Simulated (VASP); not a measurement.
# Ge5H2 in VASP: notebook

The runs below take Ge5H2 through single point, with PBE.

Everything below comes from runs of VASP 6.6.1. Logs are shortened: lines on timing, memory, paths and dates and some standing lists are left out, and cuts for length are marked.

## Step 1: The cell of the first run

The cell holds a slab with vacuum, 28 atoms: a = 8.147 Å, b = 8.147 Å, c = 19.518 Å, α = 90.00°, β = 90.00°, γ = 90.00°.

## Step 2: Single point, PBE

The input, INCAR:

```
SYSTEM = Ge5H2
ALGO = Normal
DIPOL = 0.5 0.5 0.341
EDIFF = 1E-6
ENCUT = 410
GGA = PE
GGA_COMPAT = .False.
IDIPOL = 3
ISIF = 2
ISMEAR = 0
LASPH = .True.
LCHARG = .False.
LDIPOL = .True.
LREAL = .False.
LWAVE = .False.
NBANDS = 164
NELM = 120
NELMDL = -8
PREC = Accurate
SIGMA = 0.05
```

The input, KPOINTS:

```
k-points
0
Gamma
  3 3 1
  0 0 0
```

The input, POSCAR:

```
Ge5H2
1.0
    8.1473826809      0.0000000000      0.0000000000
    0.0000000000      8.1473826809      0.0000000000
    0.0000000000      0.0000000000     19.5175094652
Ge H
20 8
Direct
    0.5000000000      0.5000000000      0.2513865784
    0.5000000000      0.0000000000      0.2513865784
    0.0000000000      0.5000000000      0.2513865784
    0.0000000000      0.0000000000      0.2513865784
    0.7500000000      0.5000000000      0.3251801834
    0.7500000000      0.0000000000      0.3251801834
    0.2500000000      0.5000000000      0.3251801834
    0.2500000000      0.0000000000      0.3251801834
    0.7432249815      0.7499897375      0.4009998635
    0.7432249815      0.2500102625      0.4009998635
    0.2619458788      0.7499612214      0.3954177153
    0.2619458788      0.2500387786      0.3954177153
    0.0026471952      0.7500097105      0.4736312822
    0.0026471952      0.2499902895      0.4736312822
    0.4938078566      0.7499298119      0.4785937473
    0.4938078566      0.2500701881      0.4785937473
    0.1508931015      0.0000000000      0.5100307632
    0.1509443799      0.5000000000      0.5100307632
    0.4409840932      0.0000000000      0.5550181258
    0.4406247509      0.5000000000      0.5553777851
    0.5083944213      0.6502083350      0.2033868863
    0.5083944213      0.3497916650      0.2033868863
    0.5083944213      0.1502083350      0.2033868863
    0.5083944213     -0.1502083350      0.2033868863
   -0.0083944213      0.3497916650      0.2033868863
   -0.0083944213      0.6502083350      0.2033868863
   -0.0083944213     -0.1502083350      0.2033868863
   -0.0083944213      0.1502083350      0.2033868863
```

Potentials or basis: VASP PAW PBE potentials, release 64 (Ge_d, H).

Started as:

```bash
$ cat potpaw_PBE.64/Ge_d/POTCAR potpaw_PBE.64/H/POTCAR > POTCAR
$ mpirun -np 1 vasp_std > vasp.out
```

OUTCAR:

```text
SYSTEM = Ge5H2
   EDIFF = 1E-6
   ENCUT = 410
   GGA = PE
   ISIF = 2
   ISMEAR = 0
   LASPH = .True.
   LREAL = .False.
   NELM = 120
   NELMDL = -8
   PREC = Accurate

 ion  position               nearest neighbor table
   1  0.500  0.500  0.251-  21 1.54  22 1.54   5 2.49   7 2.49
   2  0.500  0.000  0.251-  23 1.54  24 1.54   6 2.49   8 2.49
   3  0.000  0.500  0.251-  25 1.54  26 1.54   5 2.49   7 2.49
   4  0.000  0.000  0.251-  27 1.54  28 1.54   6 2.49   8 2.49
   5  0.750  0.500  0.325-   1 2.49   3 2.49   9 2.52  10 2.52
   6  0.750  0.000  0.325-   2 2.49   4 2.49   9 2.52  10 2.52
[... 8 lines left out ...]
  15  0.494  0.750  0.479-  11 2.49   9 2.53  19 2.56  20 2.57
  16  0.494  0.250  0.479-  12 2.49  10 2.53  19 2.56  20 2.57
  17  0.151  0.000  0.510-  13 2.47  14 2.47  19 2.52
  18  0.151  0.500  0.510-  13 2.47  14 2.47  20 2.52
  19  0.441  0.000  0.555-  17 2.52  16 2.56  15 2.56
  20  0.441  0.500  0.555-  18 2.52  16 2.57  15 2.57
  21  0.508  0.650  0.203-   1 1.54
  22  0.508  0.350  0.203-   1 1.54
  23  0.508  0.150  0.203-   2 1.54
  24  0.508  0.850  0.203-   2 1.54
  25  0.992  0.350  0.203-   3 1.54
  26  0.992  0.650  0.203-   3 1.54
  27  0.992  0.850  0.203-   4 1.54
  28  0.992  0.150  0.203-   4 1.54

  LATTYP: Found a simple tetragonal cell.
 ALAT       =     8.1473826809
 C/A-ratio  =     2.3955557545

  Lattice vectors:

 A1 = (   8.1473826809,   0.0000000000,   0.0000000000)
 A2 = (   0.0000000000,   8.1473826809,   0.0000000000)
 A3 = (   0.0000000000,   0.0000000000,  19.5175094652)

Analysis of symmetry for initial positions (statically):
=====================================================================
 Subroutine PRICEL returns:
 Original cell was already a primitive cell.

 Routine SETGRP: Setting up the symmetry group for a
 simple tetragonal supercell.

 Subroutine GETGRP returns: Found  2 space group operations
 (whereof  2 operations were pure point group operations)
 out of a pool of 16 trial point group operations.

The static configuration has the point symmetry C_1h.

Analysis of symmetry for dynamics (positions and initial velocities):
=====================================================================
 Subroutine PRICEL returns:
 Original cell was already a primitive cell.

 Routine SETGRP: Setting up the symmetry group for a
 simple tetragonal supercell.

 Subroutine GETGRP returns: Found  2 space group operations
 (whereof  2 operations were pure point group operations)
 out of a pool of 16 trial point group operations.

The dynamic configuration has the point symmetry C_1h.

 Subroutine INISYM returns: Found  2 space group operations
 (whereof  2 operations are pure point group operations),
 and found     1 'primitive' translations

----------------------------------------------------------------------------------------

                                     Primitive cell

  volume of cell :    1295.5692

  direct lattice vectors                    reciprocal lattice vectors
     8.147382681  0.000000000  0.000000000     0.122738803  0.000000000  0.000000000
     0.000000000  8.147382681  0.000000000     0.000000000  0.122738803  0.000000000
     0.000000000  0.000000000 19.517509465     0.000000000  0.000000000  0.051236045

  length of vectors
     8.147382681  8.147382681 19.517509465     0.122738803  0.122738803  0.051236045

  position of ions in fractional coordinates (direct lattice)
     0.500000000  0.500000000  0.251386578
     0.500000000  0.000000000  0.251386578
     0.000000000  0.500000000  0.251386578
     0.000000000  0.000000000  0.251386578
     0.750000000  0.500000000  0.325180183
     0.750000000  0.000000000  0.325180183
[... 20 lines left out ...]
     0.991605579  0.849791665  0.203386886
     0.991605579  0.150208335  0.203386886

  ion indices of the primitive-cell ions
   primitive index   ion index
                 1           1
                 2           2
                 3           3
                 4           4
                 5           5
                 6           6
[... 20 lines left out ...]
                27          27
                28          28

----------------------------------------------------------------------------------------

 KPOINTS: k-points

Automatic generation of k-mesh.
 Grid dimensions read from file:
 generate k-points for:    3    3    1

 Generating k-lattice:

  Cartesian coordinates                     Fractional coordinates (reciprocal lattice)
     0.040912934  0.000000000  0.000000000     0.333333333  0.000000000  0.000000000
     0.000000000  0.040912934  0.000000000     0.000000000  0.333333333  0.000000000
     0.000000000  0.000000000  0.051236045     0.000000000  0.000000000  1.000000000

  Length of vectors
     0.040912934  0.040912934  0.051236045

  Shift w.r.t. Gamma in fractional coordinates (k-lattice)
     0.000000000  0.000000000  0.000000000

 Subroutine IBZKPT returns following result:
 ===========================================

 Found      4 irreducible k-points:

 Following reciprocal coordinates:
            Coordinates               Weight
  0.000000  0.000000  0.000000      1.000000
  0.333333  0.000000  0.000000      2.000000
  0.000000  0.333333  0.000000      2.000000
  0.333333  0.333333  0.000000      4.000000
   k-points           NKPTS =      4   k-points in BZ     NKDIM =      4   number of bands    NBANDS=    164
   number of dos      NEDOS =    301   number of ions     NIONS =     28
   total plane-waves  NPLWV = 408240
   dimension x,y,z NGX =    54 NGY =   54 NGZ =  140
   dimension x,y,z NGXF=   108 NGYF=  108 NGZF=  280
   ions per type =              20   8
   NGX,Y,Z   is equivalent  to a cutoff of  11.02, 11.02, 11.92 a.u.
   NGXF,Y,Z  is equivalent  to a cutoff of  22.04, 22.04, 23.85 a.u.
 SYSTEM =  Ge5H2
   PREC   = accura    normal or accurate (medium, high low for compatibility)
   ISTART =      0    job   : 0-new  1-cont  2-samecut
   ICHARG =      2    charge: 1-file 2-atom 10-const
   ISPIN  =      1    spin polarized calculation?
   LNONCOLLINEAR =      F non collinear calculations
   LSORBIT =      F    spin-orbit coupling
   LASPH  =      T    aspherical Exc in radial PAW
   ENCUT  =  410.0 eV  30.13 Ry    5.49 a.u.  13.45 13.45 32.22*2*pi/ulx,y,z
   NELM   =    120;   NELMIN=  2; NELMDL= -8     # of ELM steps
   EDIFF  = 0.1E-05   stopping-criterion for ELM
   LREAL  =      F    real-space projection
   EDIFFG = 0.1E-04   stopping-criterion for IOM
   NSW    =      0    number of steps for IOM
   IBRION =     -1    ionic relax: 0-MD 1-quasi-New 2-CG
   NFREE  =      0    steps in history (QN), initial steepest desc. (CG)
   ISIF   =      2    stress and relaxation
   ISYM   =      2    0-nonsym 1-usesym 2-fastsym
   POTIM  = 0.5000    time-step for ionic-motion
   TEBEG  =    0.0;   TEEND  =   0.0 temperature during run
   PSTRESS=    0.0 pullay stress
   NELECT =     288.0000    total number of electrons
   NUPDOWN=      -1.0000    fix difference up-down
   EMIN   =  10.00;   EMAX   =-10.00  energy-range for DOS
   EFERMI =   0.00;   METHOD = LEGACY
   ISMEAR =     0;   SIGMA  =   0.05  broadening in eV -4-tet -1-fermi 0-gaus
   EFERMI_NEDOS =   21; number of points for ismear=-14 and -15
   IALGO  =     38    algorithm
   IMIX   =      4    mixing-type and parameters
     AMIX     =   0.40;   BMIX     =  1.00
     AMIX_MAG =   1.60;   BMIX_MAG =  1.00
  volume/ion in A,a.u.               =      46.27       312.25
  Fermi-wavevector in a.u.,A,eV,Ry     =   0.991712  1.874063 13.381223  0.983492
  Thomas-Fermi vector in A             =   2.123472
   LORBIT       =      0    0 simple, 1 ext, 2 COOP (PROOUT), +10 PAW based schemes
   GGA     = PE    functional components
   LHFCALC =     F    Hartree Fock is set to
   AEXX    =    0.0000 exact exchange contribution
   IVDW    =     0    specifies the selected vdW correction
   LEPSILON=     F    determine dielectric tensor
   LRPA    =     F    only Hartree local field effects (RPA)
 non-spin polarized calculation
 Gauss-broadening in eV      SIGMA  =   0.05
  energy-cutoff  :      410.00
  volume of cell :     1295.57
 maximum number of plane-waves:     24481
 NGX is ok and might be reduce to    54
   NGX = 27   NGY = 27   NGZ = 65

 dipolmoment           0.000000      0.000000     -0.004972 electrons x Angstroem

 number of electron     288.0000315 magnetization

 dipolmoment           0.000000      0.000000      0.029271 electrons x Angstroem

 Free energy of the ion-electron system (eV)
  ---------------------------------------------------
  ext. energy  EPLUGINS =         0.00000000
  ---------------------------------------------------
  free energy    TOTEN  =      -111.25881066 eV

  energy without entropy =     -111.25881066  energy(sigma->0) =     -111.25881066

 E-fermi :  -1.1439     XC(G=0):  -4.5031

 val. band max:       -1.4237235083   @ k =   0.3333   0.0000   0.0000
 cond. band min:      -0.8488239371   @ k =   0.3333   0.0000   0.0000
 fundamental gap:      0.5748995713
 Fermi energy:        -1.1438506666

 k-point     1 :       0.0000    0.0000    0.0000
  band No.  band energies     occupation
      1     -26.1384      2.00000
      2     -26.1346      2.00000
      3     -26.0961      2.00000
      4     -26.0939      2.00000
      5     -26.0570      2.00000
      6     -26.0546      2.00000
[... 148 lines left out ...]
    155       1.0973      0.00000
    156       1.2018      0.00000

 k-point     2 :       0.3333    0.0000    0.0000
  band No.  band energies     occupation
      1     -26.1384      2.00000
      2     -26.1346      2.00000
      3     -26.0961      2.00000
      4     -26.0939      2.00000
      5     -26.0570      2.00000
      6     -26.0546      2.00000
[... 148 lines left out ...]
    155       1.5092      0.00000
    156       1.7426      0.00000

 k-point     3 :       0.0000    0.3333    0.0000
  band No.  band energies     occupation
      1     -26.1376      2.00000
      2     -26.1353      2.00000
      3     -26.0959      2.00000
      4     -26.0943      2.00000
      5     -26.0567      2.00000
      6     -26.0549      2.00000
[... 148 lines left out ...]
    155       1.5310      0.00000
    156       1.6744      0.00000

 k-point     4 :       0.3333    0.3333    0.0000
  band No.  band energies     occupation
      1     -26.1376      2.00000
      2     -26.1353      2.00000
      3     -26.0959      2.00000
      4     -26.0943      2.00000
      5     -26.0566      2.00000
      6     -26.0549      2.00000
[... 148 lines left out ...]
    155       1.7290      0.00000
    156       1.7661      0.00000
 [bands above 156 left out]

------------------------ aborting loop because EDIFF is reached ----------------------------------------

 vacuum level on the upper side and lower side of the slab       (xc-potential included)        -0.198        -0.214

  FORCE on cell =-STRESS in cart. coord.  units (eV):
  Direction    XX          YY          ZZ          XY          YZ          ZX
  --------------------------------------------------------------------------------------
  -------------------------------------------------------------------------------------
  Total       -6.2435881      8.1504634     -2.4612198      0.0000000      0.0000000      0.0110957
  in kB       -7.7211892     10.0793437     -3.0436896      0.0000000      0.0000000      0.0137216
  external PRESSURE =      -0.2285117 kB  Pullay stress =       0.0000000 kB

 VOLUME and BASIS-vectors are now :
 -----------------------------------------------------------------------------
  energy-cutoff  :      410.00
  volume of cell :     1295.57
      direct lattice vectors                 reciprocal lattice vectors
     8.147382681  0.000000000  0.000000000     0.122738803  0.000000000  0.000000000
     0.000000000  8.147382681  0.000000000     0.000000000  0.122738803  0.000000000
     0.000000000  0.000000000 19.517509465     0.000000000  0.000000000  0.051236045

 POSITION                                       TOTAL-FORCE (eV/Angst)
 -----------------------------------------------------------------------------------
      4.07369      4.07369      4.90644         0.026562      0.000000      0.192901
      4.07369      0.00000      4.90644         0.026810      0.000000      0.192707
      0.00000      4.07369      4.90644        -0.088178      0.000000      0.218615
      0.00000      0.00000      4.90644        -0.088021      0.000000      0.218765
      6.11054      4.07369      6.34671         0.057870      0.000000      0.130838
      6.11054      0.00000      6.34671         0.055952      0.000000      0.132454
[... 20 lines left out ...]
      8.07899      6.92358      3.96961         0.045215      0.041536      0.033132
      8.07899      1.22380      3.96961         0.045215     -0.041536      0.033132
 -----------------------------------------------------------------------------------
    total drift:                               -0.013291      0.000000     -0.005759

  FREE ENERGIE OF THE ION-ELECTRON SYSTEM (eV)
  ---------------------------------------------------
  free  energy   TOTEN  =      -111.2588106624 eV

  energy  without entropy=     -111.2588106624  energy(sigma->0) =     -111.25881066

 vacuum level on the upper side and lower side of the slab         3.158         3.141
```

Run time: 41 min. Hardware: 1 thread of Intel Xeon Platinum 8259CL at 2.50GHz (Skylake/Cascade Lake), shared host; peak memory 1 GiB.

What came out:

```
Free energy            : -111.2588 eV
Largest force          : 0.760 eV/Å
Band gap on the k mesh : 0.57 eV
```

Forces on the atoms (eV/Å):
```
Ge   0.027  0.000  0.193
Ge   0.027  0.000  0.193
Ge  -0.088  0.000  0.219
Ge  -0.088  0.000  0.219
Ge   0.058  0.000  0.131
Ge   0.056  0.000  0.132
Ge  -0.032  0.000 -0.759
Ge  -0.030  0.000 -0.753
Ge   0.001 -0.001 -0.004
Ge   0.001  0.001 -0.004
Ge  -0.005  0.002 -0.001
Ge  -0.005 -0.002 -0.001
Ge   0.002 -0.003 -0.001
Ge   0.002  0.003 -0.001
Ge  -0.002 -0.008  0.000
Ge  -0.002  0.008  0.000
Ge   0.005  0.000  0.108
Ge  -0.007  0.000  0.109
Ge  -0.006  0.000  0.015
Ge   0.008  0.000 -0.010
H   -0.025 -0.044  0.020
H   -0.025  0.044  0.020
H   -0.025 -0.043  0.020
H   -0.025  0.043  0.020
H    0.045  0.042  0.033
H    0.045 -0.042  0.033
H    0.045  0.042  0.033
H    0.045 -0.042  0.033
```

## Step 3: Single point, PBE

The input, INCAR:

```
SYSTEM = Ge5H2
PREC = Accurate
ENCUT = 410
EDIFF = 1E-6
ISMEAR = 0
SIGMA = 0.05
LREAL = .False.
LASPH = .True.
NELM = 120
ALGO = Normal
ISIF = 2
LWAVE = .False.
LCHARG = .False.
LDIPOL = .True.
IDIPOL = 3
DIPOL = 0.5 0.5 0.344
GGA = PE
NBANDS = 164
GGA_COMPAT = .False.
NELMDL = -8
```

The input, KPOINTS:

```
Automatic mesh
0
Gamma
  3 3 1
  0 0 0
```

The input, POSCAR:

```
Ge5H2
1.0
    8.1473826809      0.0000000000      0.0000000000
    0.0000000000      8.1473826809      0.0000000000
    0.0000000000      0.0000000000     19.5175094652
Ge H
20 8
Direct
    0.5000000000      0.5000000000      0.2513865784
    0.5000000000      0.0000000000      0.2513865784
    0.0000000000      0.5000000000      0.2513865784
    0.0000000000      0.0000000000      0.2513865784
    0.7500000000      0.5000000000      0.3251801834
    0.7500000000      0.0000000000      0.3251801834
    0.2500000000      0.5000000000      0.3251801834
    0.2500000000      0.0000000000      0.3251801834
    0.7503335799      0.7487909638      0.4048653541
    0.7503335799      0.2512090362      0.4048653541
    0.2462792718      0.7469010033      0.3982934234
    0.2462792718      0.2530989967      0.3982934234
    0.0072862548      0.7469799398      0.4799071254
    0.0072862548      0.2530200602      0.4799071254
    0.4924588466      0.7274536808      0.4772671993
    0.4924588466      0.2725463192      0.4772671993
    0.0810179276      0.0000000000      0.5553234273
    0.1052999408      0.5000000000      0.5553234273
    0.3709832046      0.0000000000      0.5116834136
    0.4357576751      0.5000000000      0.5677893497
    0.5083944213      0.6502083350      0.2033868863
    0.5083944213      0.3497916650      0.2033868863
    0.5083944213      0.1502083350      0.2033868863
    0.5083944213     -0.1502083350      0.2033868863
   -0.0083944213      0.3497916650      0.2033868863
   -0.0083944213      0.6502083350      0.2033868863
   -0.0083944213     -0.1502083350      0.2033868863
   -0.0083944213      0.1502083350      0.2033868863
```

Potentials or basis: VASP PAW PBE potentials, release 64 (Ge_d, H).

Started as:

```bash
$ cat potpaw_PBE.64/Ge_d/POTCAR potpaw_PBE.64/H/POTCAR > POTCAR
$ mpirun -np 1 vasp_std > vasp.out
```

Run time: 51 min. Hardware: 1 thread of Intel Xeon Platinum 8259CL at 2.50GHz (Skylake/Cascade Lake), shared host; peak memory 1 GiB.

It converged, with:

| Quantity | Value |
| --- | --- |
| Free energy | -110.7811 eV |
| Largest force | 0.920 eV/Å |
| Band gap on the k mesh | 0.02 eV (least direct gap 0.11 eV) |

Forces on the atoms (eV/Å):
```
Ge   0.026  0.000  0.294
Ge   0.093  0.000  0.265
Ge  -0.054  0.000  0.257
Ge  -0.051  0.000  0.250
Ge   0.116  0.000  0.279
Ge   0.029  0.000  0.409
Ge   0.005  0.000 -0.590
Ge  -0.146  0.000 -0.171
Ge   0.001  0.003  0.001
Ge   0.001 -0.003  0.001
Ge   0.003  0.013  0.005
Ge   0.003 -0.013  0.005
Ge   0.005 -0.004  0.009
Ge   0.005  0.004  0.009
Ge  -0.006  0.002 -0.006
Ge  -0.006 -0.002 -0.006
Ge   0.002  0.000 -0.223
Ge  -0.010  0.000 -0.920
Ge   0.006  0.000  0.000
Ge   0.003  0.000 -0.001
H   -0.027 -0.014  0.017
H   -0.027  0.014  0.017
H   -0.045 -0.009  0.026
H   -0.045  0.009  0.026
H    0.034  0.019 -0.005
H    0.034 -0.019 -0.005
H    0.026  0.009  0.028
H    0.026 -0.009  0.028
```

Levels at points of the mesh, in eV from the valence-band top:
```
           k point  band 140  band 141  band 142  band 143  band 144  band 145  band 146  band 147  band 148  band 149
(0.00, 0.00, 0.00)     -0.60     -0.59     -0.43     -0.14     -0.09      0.02      0.59      0.76      1.27      1.59
```

Caveat: the smearing spreads over this small gap.

(Continued in part 2 of 2.)

The gap in the log of VASP goes by the Fermi energy; the results here count the filled bands.